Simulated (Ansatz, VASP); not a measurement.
**HfO2: VASP beside Ansatz**

The input POSCAR:

```
HfO2
1.0
    0.0000000000      2.5291609895      2.5291609895
    2.5291609895      0.0000000000      2.5291609895
    2.5291609895      2.5291609895      0.0000000000
Hf O
1 2
Direct
    0.0000000000      0.0000000000      0.0000000000
    0.2500000000      0.2500000000      0.2500000000
    0.7500000000      0.7500000000      0.7500000000
```

Contents of INCAR.step1:

```
ALGO = Normal
EDIFF = 1E-4
ENCUT = 520
GGA = PE
ISMEAR = 0
LASPH = True
LCHARG = False
LREAL = False
LWAVE = True
NBANDS = 18
NELM = 60
PREC = Accurate
SIGMA = 0.05
```

The input INCAR.step2:

```
ALGO = Normal
EDIFF = 1E-7
ENCUT = 520
ISIF = 2
ISMEAR = 0
ISTART = 1
LASPH = True
LCHARG = False
LMIXTAU = True
LREAL = False
LWAVE = False
METAGGA = R2SCAN
NBANDS = 18
NELM = 60
PREC = Accurate
SIGMA = 0.05
```

The input KPOINTS:

```
k-points
0
Gamma
  8 8 8
```

Input for Ansatz:

```yaml
crystal:
  lattice:
    - [0.0, 2.529160986, 2.529160986]
    - [2.529160986, 0.0, 2.529160986]
    - [2.529160986, 2.529160986, 0.0]
  atoms:
    - { symbol: Hf, position: [0.0, 0.0, 0.0] }
    - { symbol: O, position: [0.25, 0.25, 0.25] }
    - { symbol: O, position: [0.75, 0.75, 0.75] }
basis:
  ecutwfc: 500
kpoints:
  mp_grid: { grid: [8, 8, 8] }
hamiltonian:
  xc: r2scan
scf:
  occupations: { method: gaussian, width: 0.05 }
output:
  forces: true
  stress: true
  eigenvalues: true
```

Alike in both runs: task single point; functional r2SCAN; k mesh 8 × 8 × 8; occupations gaussian, width 0.05 eV; no spin polarisation.

|  | VASP | Ansatz |
| --- | --- | --- |
| version | VASP 6.6.1 | Ansatz 0.2.0 |
| potentials or method | VASP PAW PBE potentials, release 64 (Hf_pv, O), cutoff 520 eV | scalar-relativistic, plane waves, PAW |
| valence electrons in the cell | 22 | 38 |

Ansatz gave:

- gap on the k mesh at the Fermi level (eV): 4.30
- least direct gap on the mesh (eV): 4.30
- pressure (GPa): 0.0

Question: Which values does VASP return?

Answer: gap on the k mesh at the Fermi level (eV): 4.31; least direct gap on the mesh (eV): 4.31; pressure (GPa): -4.0.

VASP's potentials were made for PBE, not for r2SCAN. With one functional, cell and mesh, what is left measures potentials, basis and numerics. VASP's potentials hold 22 valence electrons a cell and Ansatz's 38, so a difference there can come from the potentials and not from the codes.

Neither program's run includes spin-orbit coupling.
